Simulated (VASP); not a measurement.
# BN in VASP: further runs

Runs on BN. Level: PBE. Tasks: single point.

All numbers are computed with VASP 6.6.1; they aren't measurements. Logs are shortened: lines on timing, memory, paths and dates and some standing lists are left out, and cuts for length are marked.

**1. The cell of the first run**

Symmetry: F-43m, No. 216, cubic system. Conventional cell: a = 3.626 Å, b = 3.626 Å, c = 3.626 Å, α = 90.00°, β = 90.00°, γ = 90.00°. Within 2.1 Å of B (site symmetry -43m) lie 4 N at 1.57 Å. Within 2.1 Å of N (site symmetry -43m) lie 4 B at 1.57 Å.

**2. Single point, PBE**

The input, INCAR:

```
SYSTEM = BN
ALGO = Normal ; EDIFF = 1E-7
ENCUT = 520 ; GGA = PE
ISIF = 2 ; ISMEAR = 0
ISYM = 0 ; LASPH = .TRUE.
LCHARG = .FALSE. ; LREAL = Auto
LWAVE = .FALSE. ; NBANDS = 46
NELM = 60 ; PREC = Accurate
SIGMA = 0.1
```

The input, KPOINTS:

```
Automatic mesh
0
Gamma
  2 2 2
  0.5 0.5 0.5
```

The input, POSCAR:

```
BN
1.0
   -3.6260020000      3.6260020000      0.0000000000
    0.0000000000      3.6260020000     -3.6260020000
   -3.6260020000      0.0000000000     -3.6260020000
B N
8 8
Direct
    0.0000000000      0.5000000000      0.5000000000
    0.0000000000      0.0000000000      0.5000000000
    0.0000000000      0.5000000000      0.0000000000
    0.0000000000      0.0000000000      0.0000000000
    0.5000000000      0.5000000000      0.5000000000
    0.5000000000      0.0000000000      0.5000000000
    0.5000000000      0.5000000000      0.0000000000
    0.5000000000      0.0000000000      0.0000000000
    0.3750000000      0.8750000000      0.3750000000
    0.3750000000      0.3750000000      0.3750000000
    0.3750000000      0.8750000000      0.8750000000
    0.3750000000      0.3750000000      0.8750000000
    0.8750000000      0.8750000000      0.3750000000
    0.8750000000      0.3750000000      0.3750000000
    0.8750000000      0.8750000000      0.8750000000
    0.8750000000      0.3750000000      0.8750000000
```

Potentials or basis: VASP PAW PBE potentials, release 64 (B, N).

Started as:

```sh
$ cat potpaw_PBE.64/B/POTCAR potpaw_PBE.64/N/POTCAR > POTCAR
$ mpirun -np 1 vasp_std > vasp.out
```

OUTCAR:

```text
SYSTEM = BN
   EDIFF = 1E-7
   ENCUT = 520
   GGA = PE
   ISIF = 2
   ISMEAR = 0
   ISYM = 0
   LASPH = .TRUE.
   LREAL = Auto
   NELM = 60
   PREC = Accurate

 ion  position               nearest neighbor table
   1  0.000  0.500  0.500-  14 1.57  13 1.57  10 1.57  16 1.57
   2  0.000  0.000  0.500-  13 1.57   9 1.57  14 1.57  15 1.57
   3  0.000  0.500  0.000-  16 1.57  14 1.57  15 1.57  12 1.57
   4  0.000  0.000  0.000-  15 1.57  13 1.57  11 1.57  16 1.57
   5  0.500  0.500  0.500-  10 1.57   9 1.57  12 1.57  14 1.57
   6  0.500  0.000  0.500-   9 1.57  10 1.57  11 1.57  13 1.57
[... 8 lines left out ...]
  15  0.875  0.875  0.875-   4 1.57   3 1.57   2 1.57   8 1.57
  16  0.875  0.375  0.875-   3 1.57   1 1.57   4 1.57   7 1.57

IMPORTANT INFORMATION: All symmetrisations will be switched off!
NOSYMM: (Re-)initialisation of all symmetry stuff for point group C_1.

----------------------------------------------------------------------------------------

                                     Primitive cell

  volume of cell :      95.3486

  direct lattice vectors                    reciprocal lattice vectors
    -3.626002000  3.626002000  0.000000000    -0.137892919  0.137892919  0.137892919
     0.000000000  3.626002000 -3.626002000     0.137892919  0.137892919 -0.137892919
    -3.626002000  0.000000000 -3.626002000    -0.137892919 -0.137892919 -0.137892919

  length of vectors
     5.127941206  5.127941206  5.127941206     0.238837542  0.238837542  0.238837542

  position of ions in fractional coordinates (direct lattice)
     0.000000000  0.500000000  0.500000000
     0.000000000  0.000000000  0.500000000
     0.000000000  0.500000000  0.000000000
     0.000000000  0.000000000  0.000000000
     0.500000000  0.500000000  0.500000000
     0.500000000  0.000000000  0.500000000
[... 8 lines left out ...]
     0.875000000  0.875000000  0.875000000
     0.875000000  0.375000000  0.875000000

  ion indices of the primitive-cell ions
   primitive index   ion index
                 1           1
                 2           2
                 3           3
                 4           4
                 5           5
                 6           6
[... 8 lines left out ...]
                15          15
                16          16

----------------------------------------------------------------------------------------

 KPOINTS: Automatic mesh

Automatic generation of k-mesh.
 Grid dimensions read from file:
 generate k-points for:    2    2    2

 Generating k-lattice:

  Cartesian coordinates                     Fractional coordinates (reciprocal lattice)
    -0.068946459  0.068946459  0.068946459     0.500000000  0.000000000  0.000000000
     0.068946459  0.068946459 -0.068946459     0.000000000  0.500000000  0.000000000
    -0.068946459 -0.068946459 -0.068946459     0.000000000  0.000000000  0.500000000

  Length of vectors
     0.119418771  0.119418771  0.119418771

  Shift w.r.t. Gamma in fractional coordinates (k-lattice)
     0.500000000  0.500000000  0.500000000

 Subroutine IBZKPT returns following result:
 ===========================================

 Found     16 irreducible k-points:

 Following reciprocal coordinates:
            Coordinates               Weight
  0.250000  0.250000  0.250000      2.000000
  0.250000  0.000000  0.000000      2.000000
  0.000000  0.000000 -0.250000      2.000000
  0.000000  0.250000  0.000000      2.000000
 -0.250000  0.250000  0.250000      2.000000
  0.250000 -0.250000  0.250000      2.000000
[... 8 lines left out ...]
  0.000000  0.250000  0.500000      2.000000
  0.500000  0.250000  0.000000      2.000000
   k-points           NKPTS =     16   k-points in BZ     NKDIM =     16   number of bands    NBANDS=     46
   number of dos      NEDOS =    301   number of ions     NIONS =     16
   total plane-waves  NPLWV =  64000
   dimension x,y,z NGX =    40 NGY =   40 NGZ =   40
   dimension x,y,z NGXF=    80 NGYF=   80 NGZF=   80
   ions per type =               8   8
[... 45 lines left out ...]
 fundamental gap:      5.9505757467
 Fermi energy:         7.4311739566

 k-point     1 :       0.2500    0.2500    0.2500
  band No.  band energies     occupation
      1     -12.4602      2.00000
      2      -9.7607      2.00000
      3      -8.5672      2.00000
      4      -8.5672      2.00000
      5      -8.5672      2.00000
      6      -7.6545      2.00000
[... 36 lines left out ...]
     43      17.5370      0.00000
     44      17.5370      0.00000

 k-point     2 :       0.2500    0.0000    0.0000
  band No.  band energies     occupation
      1     -12.4602      2.00000
      2      -9.7607      2.00000
      3      -8.5672      2.00000
      4      -8.5672      2.00000
      5      -8.5672      2.00000
      6      -7.6545      2.00000
[... 36 lines left out ...]
     43      17.5370      0.00000
     44      17.5370      0.00000

 k-point     3 :       0.0000    0.0000   -0.2500
  band No.  band energies     occupation
      1     -12.4602      2.00000
      2      -9.7607      2.00000
      3      -8.5672      2.00000
      4      -8.5672      2.00000
      5      -8.5672      2.00000
      6      -7.6545      2.00000
[... 36 lines left out ...]
     43      17.5370      0.00000
     44      17.5370      0.00000

 k-point     4 :       0.0000    0.2500    0.0000
  band No.  band energies     occupation
      1     -12.4602      2.00000
      2      -9.7607      2.00000
      3      -8.5672      2.00000
      4      -8.5672      2.00000
      5      -8.5672      2.00000
      6      -7.6545      2.00000
[... 506 lines left out ...]
     43      18.3809      0.00000
     44      18.5854      0.00000

 k-point    15 :       0.0000    0.2500    0.5000
  band No.  band energies     occupation
      1     -11.4827      2.00000
      2     -10.5630      2.00000
      3      -9.6724      2.00000
      4      -8.9390      2.00000
      5      -8.9390      2.00000
      6      -7.9113      2.00000
[... 36 lines left out ...]
     43      18.3809      0.00000
     44      18.5854      0.00000

 k-point    16 :       0.5000    0.2500    0.0000
  band No.  band energies     occupation
      1     -11.4827      2.00000
      2     -10.5630      2.00000
      3      -9.6724      2.00000
      4      -8.9390      2.00000
      5      -8.9390      2.00000
      6      -7.9113      2.00000
[... 36 lines left out ...]
     43      18.3811      0.00000
     44      18.5854      0.00000
 [bands above 44 left out]

------------------------ aborting loop because EDIFF is reached ----------------------------------------

  FORCE on cell =-STRESS in cart. coord.  units (eV):
  Direction    XX          YY          ZZ          XY          YZ          ZX
  --------------------------------------------------------------------------------------
  -------------------------------------------------------------------------------------
  Total       -0.0760352     -0.0760365     -0.0760348     -0.0000016     -0.0000038      0.0000032
  in kB       -1.2776484     -1.2776696     -1.2776410     -0.0000262     -0.0000641      0.0000538
  external PRESSURE =      -1.2776530 kB  Pullay stress =       0.0000000 kB

 VOLUME and BASIS-vectors are now :
 -----------------------------------------------------------------------------
  energy-cutoff  :      520.00
  volume of cell :       95.35
      direct lattice vectors                 reciprocal lattice vectors
    -3.626002000  3.626002000  0.000000000    -0.137892919  0.137892919  0.137892919
     0.000000000  3.626002000 -3.626002000     0.137892919  0.137892919 -0.137892919
    -3.626002000  0.000000000 -3.626002000    -0.137892919 -0.137892919 -0.137892919

 POSITION                                       TOTAL-FORCE (eV/Angst)
 -----------------------------------------------------------------------------------
     -1.81300      1.81300     -3.62600        -0.000002     -0.000003     -0.000002
     -1.81300      0.00000     -1.81300         0.000000      0.000001      0.000000
      0.00000      1.81300     -1.81300         0.000002     -0.000003      0.000003
      0.00000      0.00000      0.00000         0.000002      0.000003     -0.000002
     -3.62600      3.62600     -3.62600        -0.000000     -0.000000      0.000000
     -3.62600      1.81300     -1.81300         0.000000     -0.000001     -0.000000
[... 8 lines left out ...]
     -6.34550      6.34550     -6.34550         0.000010      0.000002      0.000006
     -6.34550      4.53250     -4.53250         0.000001      0.000005      0.000001
 -----------------------------------------------------------------------------------
    total drift:                               -0.000004      0.000004     -0.000001

  FREE ENERGIE OF THE ION-ELECTRON SYSTEM (eV)
  ---------------------------------------------------
  free  energy   TOTEN  =      -139.6114237370 eV

  energy  without entropy=     -139.6114237370  energy(sigma->0) =     -139.61142374
```

Run time: 3.6 min. Hardware: 1 thread of Intel Xeon 8259CL, shared host; peak memory 0.25 GiB.

Results:

```yaml
Free_energy: -139.6114 eV
Pressure: -0.1 GPa
Band_gap_on_the_k_mesh: 5.95 eV
```

Levels at points of the mesh, in eV from the valence-band top:
| k point | band 29 | band 30 | band 31 | band 32 | band 33 | band 34 | band 35 | band 36 |
| --- | --- | --- | --- | --- | --- | --- | --- | --- |
| (0.25, 0.25, 0.25) | -1.33 | -1.33 | 0.00 | 0.00 | 5.95 | 5.95 | 5.95 | 9.50 |

Caveat: the k points lie up to 0.75 Å⁻¹ apart; a shifted mesh leaves out Γ, where band edges can lie. A k mesh can miss the band edges.

**3. Single point, PBE**

The input, INCAR:

```
PREC = Accurate ; ENCUT = 520
EDIFF = 1E-6 ; ISMEAR = -1
SIGMA = 0.02 ; LREAL = Auto
LASPH = True ; NELM = 80
ALGO = Normal ; ISIF = 2
LWAVE = False ; LCHARG = True
GGA = PE ; LELF = True
LVHAR = True ; NBANDS = 46
```

KPOINTS is that of step 2.

The input, POSCAR:

```
BN
1.0
   -3.5730900000      3.5730900000      0.0000000000
    0.0000000000      3.5730900000     -3.5730900000
   -3.5730900000      0.0000000000     -3.5730900000
B N
8 8
Direct
   -0.0363201039      0.4663971520      0.5227262677
   -0.0390127313     -0.0374947175      0.5269662953
   -0.0361405674      0.4707976849      0.0280450534
   -0.0466432416     -0.0316732856      0.0252844177
    0.4629415996      0.4647940578      0.5204025088
    0.4585035641     -0.0301312030      0.5186792104
    0.4688352378      0.4583132527      0.0297385456
    0.4666364407     -0.0324189987      0.0168778284
    0.3383504194      0.8400861719      0.3922642587
    0.3458372165      0.3388555844      0.3893345816
    0.3407854266      0.8363248617      0.8916349714
    0.3434665793      0.3335659051      0.8965783118
    0.8429383251      0.8386053808      0.3965636186
    0.8447714723      0.3324840684      0.4013569487
    0.8452690808      0.8373580011      0.8977373926
    0.8417416018      0.3379409699      0.9048032655
```

Potentials or basis: VASP PAW PBE potentials, release 64 (B, N).

Started as:

```sh
$ cat potpaw_PBE.64/B/POTCAR potpaw_PBE.64/N/POTCAR > POTCAR
$ mpirun -np 1 vasp_std > vasp.out
```

Wall time 4.1 min (1 thread of Intel Xeon 8259CL, shared host); peak memory 0.25 GiB.

The run converged. Its results:

- Free energy: -139.0895 eV
- Pressure: 18.3 GPa
- Largest force: 2.143 eV/Å
- Band gap on the k mesh: 5.56 eV

Forces on the atoms (eV/Å):
```
B   -0.477 -0.200  0.039
B   -0.053  0.724  0.765
B   -0.501 -0.681  1.519
B   -1.542  1.339  0.650
B   -0.584  0.334 -0.043
B   -1.041 -0.368  0.725
B    1.756  0.873  0.768
B    0.144 -1.096  0.437
N   -0.493  0.064 -0.078
N   -0.368 -1.009 -1.477
N   -0.256  0.177 -0.919
N    0.348  0.647 -0.772
N    0.535 -0.866 -0.364
N    0.843  0.248 -1.009
N    0.840 -0.618 -0.576
N    0.849  0.433  0.337
```

Stress tensor (GPa, compression positive):
```
18.23  1.20  0.22
 1.20 18.45 -0.42
 0.22 -0.42 18.35
```

Levels at points of the mesh, in eV from the valence-band top:
```csv
k point,band 28,band 29,band 30,band 31,band 32,band 33,band 34,band 35,band 36,band 37
"(0.25, 0.25, 0.25)",-1.81,-1.70,-1.40,-0.45,-0.04,5.56,5.71,6.09,9.36,9.54
```

Caveat: the k points lie up to 0.76 Å⁻¹ apart; the atoms stand as in a frame of molecular dynamics; a shifted mesh leaves out Γ, where band edges can lie; forces of over 1 eV/Å act on the atoms, so gaps and moduli don't describe the material at rest. A k mesh can miss the band edges.

**4. Single point, PBE**

The input, INCAR:

```
SYSTEM = BN
  PREC = Accurate
  ENCUT = 520
  EDIFF = 1E-6
  ISMEAR = -1
  SIGMA = 0.02
  LREAL = Auto
  LASPH = .True.
  NELM = 100
  ALGO = Normal
  ISIF = 2
  LWAVE = .False.
  LCHARG = .False.
  GGA = PE
  NBANDS = 46
```

KPOINTS is that of step 3.

The input, POSCAR:

```
BN
1.0
   -3.5863140000      3.5863140000      0.0000000000
    0.0000000000      3.5863140000     -3.5863140000
   -3.5863140000      0.0000000000     -3.5863140000
B N
8 8
Direct
   -0.0263259157      0.4905911752      0.5077603355
   -0.0314166579     -0.0098120243      0.5055343732
   -0.0217340144      0.4848178380      0.0105261279
   -0.0239159204     -0.0104739853      0.0050374842
    0.4695892496      0.4888204156      0.5112529187
    0.4708732978     -0.0199992248      0.5136277805
    0.4838381413      0.4875316272      0.0090450808
    0.4707702672     -0.0094913608      0.0052332283
    0.3461806468      0.8584838082      0.3788807952
    0.3578218472      0.3562458558      0.3757285335
    0.3567384228      0.8624902895      0.8696734307
    0.3487820643      0.3588821280      0.8883759202
    0.8468637994      0.8611436422      0.3785754677
    0.8531907691      0.3589211653      0.3875176574
    0.8492428438      0.8579364495      0.8864640687
    0.8491098381      0.3579665640      0.8850194099
```

Started as:

```sh
$ cat potpaw_PBE.64/B/POTCAR potpaw_PBE.64/N/POTCAR > POTCAR
$ mpirun -np 1 vasp_std > vasp.out
```

Wall time 4 min (1 thread of Intel Xeon 8259CL, shared host); peak memory 0.25 GiB.

Results (log left out):

| Item | Value |
| --- | --- |
| Free energy | -139.1985 eV |
| Pressure | 13.6 GPa |
| Largest force | 2.308 eV/Å |
| Band gap on the k mesh | 5.64 eV |

Forces in eV/Å, atoms in the order of the input:
```
B   -0.380 -0.094  0.853
B   -0.846 -0.259  0.185
B    0.218 -0.328 -0.261
B    0.076 -0.722  0.630
B   -0.309 -0.029  0.904
B    1.326  1.346  1.144
B    1.006 -1.064  0.511
B   -0.741  0.045  0.502
N   -0.267  0.037 -0.683
N   -0.230 -0.395 -1.827
N   -0.991 -1.209 -1.698
N    0.505  0.761  0.207
N   -0.675  0.373 -0.389
N    1.041 -0.295 -0.174
N    0.612  0.455  0.143
N   -0.346  1.378 -0.046
```

Stress tensor (GPa, compression positive):
```
13.54  1.07 -0.14
 1.07 13.53  0.39
-0.14  0.39 13.69
```

Levels at points of the mesh, in eV from the valence-band top:
```csv
k point,band 30,band 31,band 32,band 33,band 34,band 35
"(0.25, 0.25, 0.25)",-1.49,-0.35,-0.12,5.64,5.84,5.89
```

Caveat: the k points lie up to 0.76 Å⁻¹ apart; the atoms stand as in a frame of molecular dynamics; a shifted mesh leaves out Γ, where band edges can lie; forces of over 1 eV/Å act on the atoms, so gaps and moduli don't describe the material at rest.

**5. Single point, PBE**

The input, INCAR:

```
SYSTEM = BN
PREC = Accurate ; ENCUT = 520
EDIFF = 1E-6 ; ISMEAR = -1
SIGMA = 0.02 ; LREAL = Auto
LASPH = .TRUE. ; NELM = 100
ALGO = Normal ; ISIF = 2
LWAVE = .FALSE. ; LCHARG = .FALSE.
GGA = PE ; NBANDS = 46
```

KPOINTS is that of step 4.

The input, POSCAR:

```
BN
1.0
   -3.6095270000      3.6095270000      0.0000000000
    0.0000000000      3.6095270000     -3.6095270000
   -3.6095270000      0.0000000000     -3.6095270000
B N
8 8
Direct
   -0.0029142323      0.4867418917      0.4967891915
   -0.0086861797     -0.0085800716      0.5029185264
   -0.0049201738      0.4938451769     -0.0021148200
   -0.0064831209     -0.0071109040      0.0023133225
    0.4955671477      0.4897638943      0.5014476966
    0.4951310795     -0.0069590836      0.4989858782
    0.4955496939      0.4900129574     -0.0005682185
    0.4946692461     -0.0118885383      0.0055525281
    0.3615163427      0.8684833221      0.3812413649
    0.3646825470      0.3714307997      0.3769021537
    0.3648207923      0.8749530063      0.8684975899
    0.3542871407      0.3653456533      0.8860543224
    0.8624027470      0.8651116891      0.3754159479
    0.8608755385      0.3694676616      0.3764439219
    0.8635685507      0.8708919479      0.8790160040
    0.8608769238      0.3736792937      0.8776938086
```

Started as:

```sh
$ cat potpaw_PBE.64/B/POTCAR potpaw_PBE.64/N/POTCAR > POTCAR
$ mpirun -np 1 vasp_std > vasp.out
```

Run time: 4.3 min. Hardware: 1 thread of Intel Xeon 8259CL, shared host; peak memory 0.25 GiB.

The run converged. Its results:

| Property | Result |
| --- | --- |
| Free energy | -139.3470 eV |
| Pressure | 5.6 GPa |
| Largest force | 2.388 eV/Å |
| Band gap on the k mesh | 5.69 eV |

Forces in eV/Å, atoms in the order of the input:
```
B    0.363 -0.214 -1.220
B    0.415 -0.296 -0.051
B    0.558 -0.930 -0.793
B    0.526  0.001 -0.123
B    0.558 -0.637 -0.917
B    0.469 -0.425 -0.297
B    0.798 -0.243 -0.859
B    0.965 -0.360 -0.346
N   -0.162  0.224  0.684
N   -0.133  0.112  0.794
N   -1.403 -0.599 -0.091
N   -0.870  1.915  1.132
N   -0.849  0.955 -0.082
N   -0.836  0.242  0.494
N   -0.041  0.172  0.510
N   -0.357  0.082  1.165
```

Stress tensor (GPa, compression positive):
```
 5.67 -0.86 -0.69
-0.86  5.57  0.95
-0.69  0.95  5.63
```

Levels at points of the mesh, in eV from the valence-band top:
```csv
k point,band 28,band 29,band 30,band 31,band 32,band 33,band 34,band 35,band 36,band 37
"(0.25, 0.25, 0.25)",-1.82,-1.66,-1.32,-0.46,0.00,5.69,5.72,5.81,9.25,9.28
```

Caveat: the k points lie up to 0.75 Å⁻¹ apart; the atoms stand as in a frame of molecular dynamics; a shifted mesh leaves out Γ, where band edges can lie; forces of over 1 eV/Å act on the atoms, so gaps and moduli don't describe the material at rest.

**6. Overview**

```tsv
cell	smearing	gap on the mesh (eV)	pressure (GPa)	largest force (eV/Å)
a = 5.128 Å, angles 60.0°, 16 atoms, atomic positions A	gaussian 0.1 eV	5.95	-0.1	-
a = 5.053 Å, angles 60.0°, 16 atoms, atomic positions B	fermi-dirac 0.02 eV	5.56	18.3	2.14
a = 5.072 Å, angles 60.0°, 16 atoms, atomic positions C	fermi-dirac 0.02 eV	5.64	13.6	2.31
a = 5.105 Å, angles 60.0°, 16 atoms, atomic positions D	fermi-dirac 0.02 eV	5.69	5.6	2.39
```

Alike in all rows: task single point; level PBE; potentials or basis VASP PAW PBE potentials, release 64 (B, N); no spin polarisation; k mesh 2 × 2 × 2, shifted; cutoff (eV) 520.

Caveats: all runs use coarse meshes; a shifted mesh leaves out Γ, where band edges can lie; the atoms stand as in a frame of molecular dynamics (at least some runs); forces of over 1 eV/Å act on the atoms, so gaps and moduli don't describe the material at rest (at least some runs).

Absolute energies hang on the potentials; compare differences alone.
